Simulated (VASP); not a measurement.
**Zr: relaxation of cell and atoms with LDA**

The system is Zr.

```xyz
2
Lattice="3.2320 0.0000 0.0000 -1.6160 2.7990 0.0000 0.0000 0.0000 5.1470" Properties=species:S:1:pos:R:3 pbc="T T T"
Zr    0.0000    1.8660    1.2868
Zr    1.6160    0.9330    3.8603
```

- Program: VASP 6.6.1
- Task: relaxation of cell and atoms
- Functional: LDA
- Potentials or basis: VASP PAW LDA potentials, release 64 (Zr_sv)
- Cutoff: 600 eV
- k mesh: 16 × 16 × 10
- Occupations: methfessel-paxton, width 0.1 eV
- Spin: no spin polarisation
- Dipole correction: no
- Further INCAR settings: ALGO = Fast; EDIFF = 1e-07; IBRION = 2; EDIFFG = -0.005; NSW = 80; ISIF = 3

| Quantity | Value |
| --- | --- |
| Relaxed volume | 21.82 Å³/atom |
| Relaxed cell | a = 3.149 Å, b = 3.149 Å, c = 5.083 Å, α = 90.00°, β = 90.00°, γ = 120.00° |
| Space group after relaxing (to 0.1 Å) | P6_3/mmc (No. 194) |
| Energy gained by relaxing | 29.0 meV/atom |
| Ionic steps | 10 |
| Pressure after relaxing | 0.0 GPa |
| Band gap on the k mesh | zero (bands 12 and 13 overlap by 1.27 eV) |

Step by step:
```tsv
step	energy change (eV)	largest force (eV/Å)	pressure (GPa)	volume (Å³)
1	0.0000	0.0000	-6.02	46.56
2	0.0055	0.0000	7.57	40.91
3	-0.0568	0.0000	-0.06	43.71
4	-0.0568	0.0000	0.07	43.66
5	-0.0577	0.0000	0.05	43.64
6	-0.0579	0.0000	0.04	43.63
7	-0.0579	0.0000	0.04	43.63
8	-0.0579	0.0000	0.04	43.62
9	-0.0579	0.0000	-0.05	43.66
10	-0.0579	0.0000	0.01	43.64
```

Final structure:
```
Zr
1.0
     3.14880    0.00000    0.00000
    -1.57440    2.72694    0.00000
     0.00000    0.00000    5.08267
Zr
2
Direct
  0.33333 0.66667 0.25000
  0.66667 0.33333 0.75000
```

Levels at points of the mesh, in eV from the Fermi level:
```tsv
k point	band 8	band 9	band 10	band 11	band 12	band 13	band 14	band 15	band 16
(0.00, 0.00, 0.00)	-26.00	-5.75	-3.23	0.85	0.85	0.87	1.40	1.57	1.57
(0.50, 0.00, 0.00)	-26.14	-2.82	-2.61	-2.37	0.02	0.55	0.76	1.48	5.33
(0.00, 0.00, 0.50)	-26.08	-3.99	-3.99	-0.03	-0.03	0.77	0.77	0.77	0.77
(0.50, 0.00, 0.50)	-26.29	-3.08	-3.08	-1.25	-1.25	1.94	1.94	2.34	2.34
```

It took 14 min on 1 thread of Intel(R) Xeon(R) 6975P-C (Granite Rapids) (shared host), peak memory 0.28 GiB.

LDA usually gives volumes a few per cent too small. Zero-point motion and thermal expansion aren't in these numbers.
